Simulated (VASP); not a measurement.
# WSe2 in VASP: notebook

Runs on WSe2. Level: r2SCAN. Tasks: single point.

Program: VASP 6.6.1. These are calculated values, not measurements. Logs are shortened: lines on timing, memory, paths and dates and some standing lists are left out, and cuts for length are marked.

## (1) The cell of the first run

The cell holds a slab with vacuum, 3 atoms: a = 3.314 Å, b = 3.314 Å, c = 16.659 Å, α = 90.00°, β = 90.00°, γ = 120.00°.

## (2) Single point, r2SCAN

Contents of POSCAR:

```
WSe2
1.0
    3.3143364377      0.0000000000      0.0000000000
   -1.6571682189      2.8702995517      0.0000000000
    0.0000000000      0.0000000000     16.6586564145
W Se
1 2
Direct
    0.0000000000      0.0000000000      0.0000000000
    0.3333333333      0.6666666667      0.0997052731
    0.3333333333      0.6666666667      0.9002947269
```

Contents of INCAR.step1:

```
ALGO     = Normal         # electronic algorithm
EDIFF    = 1E-4           # SCF threshold, eV
ENCUT    = 520            # plane-wave cutoff, eV
GGA      = PE             # functional
ISMEAR   = 0              # smearing method
LASPH    = T              # aspherical terms in the spheres
LCHARG   = F              # write CHGCAR
LREAL    = F              # projectors in reciprocal space
LWAVE    = T              # write WAVECAR
NBANDS   = 20             # bands
NELM     = 100            # most SCF steps
PREC     = Accurate       # precision mode
SIGMA    = 0.02           # smearing width, eV
```

Contents of INCAR.step2:

```
ALGO     = Normal         # electronic algorithm
EDIFF    = 1E-7           # SCF threshold, eV
ENCUT    = 520            # plane-wave cutoff, eV
ISIF     = 2              # what is computed and relaxed
ISMEAR   = 0              # smearing method
ISTART   = 1            
LASPH    = T              # aspherical terms in the spheres
LCHARG   = F              # write CHGCAR
LMIXTAU  = T            
LREAL    = F              # projectors in reciprocal space
LWAVE    = F              # write WAVECAR
METAGGA  = R2SCAN         # meta-GGA
NBANDS   = 20             # bands
NELM     = 100            # most SCF steps
PREC     = Accurate       # precision mode
SIGMA    = 0.02           # smearing width, eV
```

Contents of KPOINTS:

```
k-points
0
Gamma
  9 9 2
```

Potentials or basis: VASP PAW PBE potentials, release 64 (W_sv, Se).

Run with:

```sh
> cat potpaw_PBE.64/W_sv/POTCAR potpaw_PBE.64/Se/POTCAR > POTCAR
> cp INCAR.step1 INCAR
> mpirun -np 1 vasp_std > vasp.out
> cp INCAR.step2 INCAR
> mpirun -np 1 vasp_std > vasp.out
```

OUTCAR:

```text
EDIFF = 1E-7
   ENCUT = 520
   ISIF = 2
   ISMEAR = 0
   ISTART = 1
   LASPH = T
   LREAL = F
   METAGGA = R2SCAN
   NELM = 100
   PREC = Accurate

 ion  position               nearest neighbor table
   1  0.000  0.000  0.000-   2 2.53   3 2.53   2 2.53   3 2.53   2 2.53   3 2.53
   2  0.333  0.667  0.100-   1 2.53   1 2.53   1 2.53
   3  0.333  0.667  0.900-   1 2.53   1 2.53   1 2.53

  LATTYP: Found a hexagonal cell.
 ALAT       =     3.3143364377
 C/A-ratio  =     5.0262418217

  Lattice vectors:

 A1 = (   3.3143364377,   0.0000000000,   0.0000000000)
 A2 = (  -1.6571682189,   2.8702995517,   0.0000000000)
 A3 = (   0.0000000000,   0.0000000000,  16.6586564145)

Analysis of symmetry for initial positions (statically):
=====================================================================
 Subroutine PRICEL returns:
 Original cell was already a primitive cell.

 Routine SETGRP: Setting up the symmetry group for a
 hexagonal supercell.

 Subroutine GETGRP returns: Found 12 space group operations
 (whereof 12 operations were pure point group operations)
 out of a pool of 24 trial point group operations.

The static configuration has the point symmetry D_3h.

Analysis of symmetry for dynamics (positions and initial velocities):
=====================================================================
 Subroutine PRICEL returns:
 Original cell was already a primitive cell.

 Routine SETGRP: Setting up the symmetry group for a
 hexagonal supercell.

 Subroutine GETGRP returns: Found 12 space group operations
 (whereof 12 operations were pure point group operations)
 out of a pool of 24 trial point group operations.

The dynamic configuration has the point symmetry D_3h.

 Subroutine INISYM returns: Found 12 space group operations
 (whereof 12 operations are pure point group operations),
 and found     1 'primitive' translations

----------------------------------------------------------------------------------------

                                     Primitive cell

  volume of cell :     158.4761

  direct lattice vectors                    reciprocal lattice vectors
     3.314336438  0.000000000  0.000000000     0.301719520  0.174197846  0.000000000
    -1.657168219  2.870299552  0.000000000     0.000000000  0.348395693  0.000000000
     0.000000000  0.000000000 16.658656415     0.000000000  0.000000000  0.060028851

  length of vectors
     3.314336438  3.314336438 16.658656415     0.348395693  0.348395693  0.060028851

  position of ions in fractional coordinates (direct lattice)
     0.000000000  0.000000000  0.000000000
     0.333333333  0.666666667  0.099705273
     0.333333333  0.666666667  0.900294727

  ion indices of the primitive-cell ions
   primitive index   ion index
                 1           1
                 2           2
                 3           3

----------------------------------------------------------------------------------------

 KPOINTS: k-points

Automatic generation of k-mesh.
 Grid dimensions read from file:
 generate k-points for:    9    9    2

 Generating k-lattice:

  Cartesian coordinates                     Fractional coordinates (reciprocal lattice)
     0.033524391  0.019355316  0.000000000     0.111111111 -0.000000000  0.000000000
     0.000000000  0.038710633  0.000000000     0.000000000  0.111111111  0.000000000
     0.000000000  0.000000000  0.030014425     0.000000000  0.000000000  0.500000000

  Length of vectors
     0.038710633  0.038710633  0.030014425

  Shift w.r.t. Gamma in fractional coordinates (k-lattice)
     0.000000000  0.000000000  0.000000000

 Subroutine IBZKPT returns following result:
 ===========================================

 Found     24 irreducible k-points:

 Following reciprocal coordinates:
            Coordinates               Weight
  0.000000  0.000000  0.000000      1.000000
  0.111111  0.000000  0.000000      6.000000
  0.222222  0.000000  0.000000      6.000000
  0.333333  0.000000  0.000000      6.000000
  0.444444  0.000000  0.000000      6.000000
  0.111111  0.111111  0.000000      6.000000
[... 16 lines left out ...]
  0.333333  0.222222  0.500000     12.000000
  0.333333  0.333333  0.500000      2.000000
   k-points           NKPTS =     24   k-points in BZ     NKDIM =     24   number of bands    NBANDS=     20
   number of dos      NEDOS =    301   number of ions     NIONS =      3
   total plane-waves  NPLWV =  98784
   dimension x,y,z NGX =    28 NGY =   28 NGZ =  126
   dimension x,y,z NGXF=    56 NGYF=   56 NGZF=  252
   ions per type =               1   2
   NGX,Y,Z   is equivalent  to a cutoff of  14.04, 14.04, 12.57 a.u.
   NGXF,Y,Z  is equivalent  to a cutoff of  28.09, 28.09, 25.15 a.u.
 SYSTEM =  unknown system
   PREC   = accura    normal or accurate (medium, high low for compatibility)
   ISTART =      1    job   : 0-new  1-cont  2-samecut
   ICHARG =      0    charge: 1-file 2-atom 10-const
   ISPIN  =      1    spin polarized calculation?
   LNONCOLLINEAR =      F non collinear calculations
   LSORBIT =      F    spin-orbit coupling
   LASPH  =      T    aspherical Exc in radial PAW
   ENCUT  =  520.0 eV  38.22 Ry    6.18 a.u.   6.16  6.16 30.97*2*pi/ulx,y,z
   NELM   =    100;   NELMIN=  2; NELMDL=  0     # of ELM steps
   EDIFF  = 0.1E-06   stopping-criterion for ELM
   LREAL  =      F    real-space projection
   EDIFFG = 0.1E-05   stopping-criterion for IOM
   NSW    =      0    number of steps for IOM
   IBRION =     -1    ionic relax: 0-MD 1-quasi-New 2-CG
   NFREE  =      0    steps in history (QN), initial steepest desc. (CG)
   ISIF   =      2    stress and relaxation
   ISYM   =      2    0-nonsym 1-usesym 2-fastsym
   POTIM  = 0.5000    time-step for ionic-motion
   TEBEG  =    0.0;   TEEND  =   0.0 temperature during run
   PSTRESS=    0.0 pullay stress
   NELECT =      26.0000    total number of electrons
   NUPDOWN=      -1.0000    fix difference up-down
   EMIN   =  10.00;   EMAX   =-10.00  energy-range for DOS
   EFERMI =   0.00;   METHOD = LEGACY
   ISMEAR =     0;   SIGMA  =   0.02  broadening in eV -4-tet -1-fermi 0-gaus
   EFERMI_NEDOS =   21; number of points for ismear=-14 and -15
   IALGO  =     38    algorithm
   IMIX   =      4    mixing-type and parameters
     AMIX     =   0.40;   BMIX     =  1.00
     AMIX_MAG =   1.60;   BMIX_MAG =  1.00
  volume/ion in A,a.u.               =      52.83       356.48
  Fermi-wavevector in a.u.,A,eV,Ry     =   0.896213  1.693597 10.928174  0.803198
  Thomas-Fermi vector in A             =   2.018643
   LORBIT       =      0    0 simple, 1 ext, 2 COOP (PROOUT), +10 PAW based schemes
   METAGGA = R2SCAN    functional components
   LHFCALC =     F    Hartree Fock is set to
   AEXX    =    0.0000 exact exchange contribution
   IVDW    =     0    specifies the selected vdW correction
   LEPSILON=     F    determine dielectric tensor
   LRPA    =     F    only Hartree local field effects (RPA)
 non-spin polarized calculation
 Gauss-broadening in eV      SIGMA  =   0.02
  energy-cutoff  :      520.00
  volume of cell :      158.48
 maximum number of plane-waves:      4298
 NGX is ok and might be reduce to    28
   NGX = 13   NGY = 13   NGZ = 61

 number of electron      25.9999999 magnetization

 Free energy of the ion-electron system (eV)
  ---------------------------------------------------
  ext. energy  EPLUGINS =         0.00000000
  ---------------------------------------------------
  free energy    TOTEN  =       -81.75045025 eV

  energy without entropy =      -81.75045025  energy(sigma->0) =      -81.75045025

 E-fermi :  -0.8423     XC(G=0):  -4.8258

 val. band max:       -1.0732849567   @ k =   0.3333   0.3333   0.0000
 cond. band min:       0.5689325151   @ k =   0.3333   0.3333   0.5000
 fundamental gap:      1.6422174718
 Fermi energy:        -0.8423318725

 k-point     1 :       0.0000    0.0000    0.0000
  band No.  band energies     occupation
      1     -77.0773      2.00000
      2     -40.6556      2.00000
      3     -40.5530      2.00000
      4     -40.5530      2.00000
      5     -16.4704      2.00000
      6     -15.1042      2.00000
[... 12 lines left out ...]
     19       4.5451      0.00000
     20       4.5928      0.00000

 k-point     2 :       0.1111    0.0000    0.0000
  band No.  band energies     occupation
      1     -77.0761      2.00000
      2     -40.6503      2.00000
      3     -40.5805      2.00000
      4     -40.5595      2.00000
      5     -16.2824      2.00000
      6     -15.0133      2.00000
[... 12 lines left out ...]
     19       4.7827      0.00000
     20       5.1871      0.00000

 k-point     3 :       0.2222    0.0000    0.0000
  band No.  band energies     occupation
      1     -77.0729      2.00000
      2     -40.6494      2.00000
      3     -40.6367      2.00000
      4     -40.5757      2.00000
      5     -15.7655      2.00000
      6     -14.7654      2.00000
[... 12 lines left out ...]
     19       5.4383      0.00000
     20       5.9851      0.00000

 k-point     4 :       0.3333    0.0000    0.0000
  band No.  band energies     occupation
      1     -77.0693      2.00000
      2     -40.7268      2.00000
      3     -40.6213      2.00000
      4     -40.5941      2.00000
      5     -15.0762      2.00000
      6     -14.4441      2.00000
[... 12 lines left out ...]
     19       5.9747      0.00000
     20       6.2959      0.00000

 k-point     5 :       0.4444    0.0000    0.0000
  band No.  band energies     occupation
      1     -77.0670      2.00000
      2     -40.7767      2.00000
      3     -40.6112      2.00000
      4     -40.6060      2.00000
      5     -14.5317      2.00000
      6     -14.2037      2.00000
[... 12 lines left out ...]
     19       6.5448      0.00000
     20       6.5610      0.00000
[... 353 lines left out ...]
      6     -14.1310      2.00000
[... 12 lines left out ...]
     19       7.1859      0.00000
     20       7.5105      0.00000

 k-point    22 :       0.2222    0.2222    0.5000
  band No.  band energies     occupation
      1     -77.0677      2.00000
      2     -40.7313      2.00000
      3     -40.6319      2.00000
      4     -40.6145      2.00000
      5     -14.7413      2.00000
      6     -14.2807      2.00000
[... 12 lines left out ...]
     19       6.6617      0.00000
     20       6.7225      0.00000

 k-point    23 :       0.3333    0.2222    0.5000
  band No.  band energies     occupation
      1     -77.0659      2.00000
      2     -40.7493      2.00000
      3     -40.6616      2.00000
      4     -40.6067      2.00000
      5     -14.3057      2.00000
      6     -14.0780      2.00000
[... 12 lines left out ...]
     19       6.7760      0.00000
     20       7.7807      0.00000

 k-point    24 :       0.3333    0.3333    0.5000
  band No.  band energies     occupation
      1     -77.0653      2.00000
      2     -40.7261      2.00000
      3     -40.7016      2.00000
      4     -40.6041      2.00000
      5     -14.1520      2.00000
      6     -13.9996      2.00000
[... 12 lines left out ...]
     19       5.6915      0.00000
     20       8.2634      0.00000

------------------------ aborting loop because EDIFF is reached ----------------------------------------

  FORCE on cell =-STRESS in cart. coord.  units (eV):
  Direction    XX          YY          ZZ          XY          YZ          ZX
  --------------------------------------------------------------------------------------
  -------------------------------------------------------------------------------------
  Total        0.1160423      0.1160423      0.1369037     -0.0000000     -0.0000000     -0.0000000
  in kB        1.1731759      1.1731759      1.3840821     -0.0000000     -0.0000000     -0.0000000
  external PRESSURE =       1.2434780 kB  Pullay stress =       0.0000000 kB

 VOLUME and BASIS-vectors are now :
 -----------------------------------------------------------------------------
  energy-cutoff  :      520.00
  volume of cell :      158.48
      direct lattice vectors                 reciprocal lattice vectors
     3.314336438  0.000000000  0.000000000     0.301719520  0.174197846  0.000000000
    -1.657168219  2.870299552  0.000000000     0.000000000  0.348395693  0.000000000
     0.000000000  0.000000000 16.658656415     0.000000000  0.000000000  0.060028851

 POSITION                                       TOTAL-FORCE (eV/Angst)
 -----------------------------------------------------------------------------------
      0.00000      0.00000      0.00000        -0.000000      0.000000      0.000000
     -0.00000      1.91353      1.66096         0.000000     -0.000000      0.044381
     -0.00000      1.91353     14.99770         0.000000     -0.000000     -0.044381
 -----------------------------------------------------------------------------------
    total drift:                                0.000001     -0.000001     -0.000000

  FREE ENERGIE OF THE ION-ELECTRON SYSTEM (eV)
  ---------------------------------------------------
  free  energy   TOTEN  =       -81.7504502456 eV

  energy  without entropy=      -81.7504502456  energy(sigma->0) =      -81.75045025
```

Wall time 5.8 min (1 thread of Intel Xeon Platinum 8488C (Sapphire Rapids), shared host); peak memory 0.38 GiB.

Results:

* Free energy: -81.7505 eV
* Largest force: 0.044 eV/Å
* Band gap on the k mesh: 1.64 eV, direct

Forces on the atoms (eV/Å):
```
W    0.000  0.000  0.000
Se   0.000  0.000  0.044
Se   0.000  0.000 -0.044
```

Levels at points of the mesh, in eV from the valence-band top:
```tsv
k point	band 11	band 12	band 13	band 14	band 15	band 16
(0.00, 0.00, 0.00)	-1.38	-1.38	-0.26	3.09	3.09	3.27
(0.00, 0.00, 0.50)	-1.38	-1.38	-0.26	3.09	3.09	3.27
```

Caveat: the PAW data sets were made with another functional, which shifts forces and pressure a little; spin-orbit coupling is left out, which moves the levels of the heavy elements.

## (3) Single point, r2SCAN (volume scaled by 1.03, then relaxed in part)

Contents of POSCAR:

```
WSe2
1.0
    3.3144555413      0.0000000000      0.0000000000
   -1.6572277707      2.8704026985      0.0000000000
    0.0000000000      0.0000000000     17.1571829671
W Se
1 2
Direct
    0.0000000000      0.0000000000      0.0000000000
    0.3333333333      0.6666666667      0.0968051669
    0.3333333333      0.6666666667      0.9031948331
```

Contents of INCAR.step1:

```
SYSTEM = WSe2
PREC = Accurate ; ENCUT = 520
ISMEAR = 0 ; SIGMA = 0.02
LREAL = .False. ; LASPH = .True.
NELM = 60 ; NBANDS = 20
GGA = PE ; ALGO = Normal
EDIFF = 1E-4 ; LWAVE = .True.
LCHARG = .False.
```

Contents of INCAR.step2:

```
SYSTEM = WSe2
PREC = Accurate ; ENCUT = 520
EDIFF = 1E-7 ; ISMEAR = 0
SIGMA = 0.02 ; LREAL = .False.
LASPH = .True. ; NELM = 60
ALGO = Normal ; ISIF = 2
LWAVE = .False. ; LCHARG = .False.
METAGGA = R2SCAN ; LMIXTAU = .True.
NBANDS = 20 ; ISTART = 1
```

Contents of KPOINTS:

```
regular mesh
0
Gamma
  9 9 2
  0 0 0
```

Potentials or basis: VASP PAW PBE potentials, release 64 (W_sv, Se).

Run with:

```sh
> cat potpaw_PBE.64/W_sv/POTCAR potpaw_PBE.64/Se/POTCAR > POTCAR
> cp INCAR.step1 INCAR
> mpirun -np 1 vasp_std > vasp.out
> cp INCAR.step2 INCAR
> mpirun -np 1 vasp_std > vasp.out
```

Wall time 4.5 min (1 thread of Intel Xeon Platinum 8488C (Sapphire Rapids), shared host); peak memory 0.38 GiB.

Results (log left out):

* Free energy: -81.7505 eV
* Largest force: 0.046 eV/Å
* Band gap on the k mesh: 1.64 eV, direct

Forces on the atoms (eV/Å):
```
W    0.000  0.000  0.000
Se   0.000  0.000  0.046
Se   0.000  0.000 -0.046
```

Levels at points of the mesh, in eV from the valence-band top:
```tsv
k point	band 11	band 12	band 13	band 14	band 15	band 16
(0.00, 0.00, 0.00)	-1.38	-1.38	-0.26	3.09	3.09	3.27
(0.00, 0.00, 0.50)	-1.38	-1.38	-0.26	3.09	3.09	3.27
```

Caveat: the PAW data sets were made with another functional, which shifts forces and pressure a little; spin-orbit coupling is left out, which moves the levels of the heavy elements.

## (4) Single point, r2SCAN (volume scaled by 1.06, then relaxed in part)

Contents of POSCAR:

```
WSe2
1.0
    3.3144731647      0.0000000000      0.0000000000
   -1.6572365824      2.8704179608      0.0000000000
    0.0000000000      0.0000000000     17.6567189760
W Se
1 2
Direct
    0.0000000000      0.0000000000      0.0000000000
    0.3333333333      0.6666666667      0.0940659061
    0.3333333333      0.6666666667      0.9059340939
```

Contents of INCAR.step1:

```
PREC = Accurate
ENCUT = 520
ISMEAR = 0
SIGMA = 0.02
LREAL = F
LASPH = T
NELM = 60
NBANDS = 20
GGA = PE
ALGO = Normal
EDIFF = 1E-4
LWAVE = T
LCHARG = F
```

Contents of INCAR.step2:

```
PREC = Accurate
ENCUT = 520
EDIFF = 1E-6
ISMEAR = 0
SIGMA = 0.02
LREAL = F
LASPH = T
NELM = 60
ALGO = Normal
ISIF = 2
LWAVE = F
LCHARG = F
METAGGA = R2SCAN
LMIXTAU = T
NBANDS = 20
ISTART = 1
```

Contents of KPOINTS:

```
Automatic mesh
0
Gamma
  9 9 2
```

Run with:

```sh
> cat potpaw_PBE.64/W_sv/POTCAR potpaw_PBE.64/Se/POTCAR > POTCAR
> cp INCAR.step1 INCAR
> mpirun -np 1 vasp_std > vasp.out
> cp INCAR.step2 INCAR
> mpirun -np 1 vasp_std > vasp.out
```

Run time: 4.6 min. Hardware: 1 thread of Intel Xeon Platinum 8488C (Sapphire Rapids), shared host; peak memory 0.4 GiB.

It converged, with:

```
Free energy            : -81.7505 eV
Largest force          : 0.044 eV/Å
Band gap on the k mesh : 1.64 eV, direct
```

Forces on the atoms (eV/Å):
```
W    0.000  0.000  0.000
Se   0.000  0.000  0.044
Se   0.000  0.000 -0.044
```

Levels at points of the mesh, in eV from the valence-band top:
```csv
k point,band 10,band 11,band 12,band 13,band 14,band 15,band 16,band 17
"(0.00, 0.00, 0.00)",-2.23,-1.38,-1.38,-0.26,3.09,3.09,3.27,3.27
"(0.00, 0.00, 0.50)",-2.23,-1.38,-1.38,-0.26,3.09,3.09,3.27,3.27
```

Caveat: the PAW data sets were made with another functional, which shifts forces and pressure a little; spin-orbit coupling is left out, which moves the levels of the heavy elements.

## (5) The runs side by side

| cell | gap on the mesh (eV) | largest force (eV/Å) |
| --- | --- | --- |
| a = 3.314, b = 3.314, c = 16.659 Å, angles 90.0, 90.0, 120.0°, 3 atoms | 1.64 | 0.04 |
| a = 3.314, b = 3.314, c = 17.157 Å, angles 90.0, 90.0, 120.0°, 3 atoms | 1.64 | 0.05 |
| a = 3.314, b = 3.314, c = 17.657 Å, angles 90.0, 90.0, 120.0°, 3 atoms | 1.64 | 0.04 |

Alike in all rows: task single point; level r2SCAN; potentials or basis VASP PAW PBE potentials, release 64 (W_sv, Se); no spin polarisation; k mesh 9 × 9 × 2; cutoff (eV) 520; smearing gaussian 0.02 eV.

Caveats: the PAW data sets were made with another functional, which shifts forces and pressure a little; spin-orbit coupling is left out, which moves the levels of the heavy elements.

Absolute energies hang on the potentials; compare differences alone.
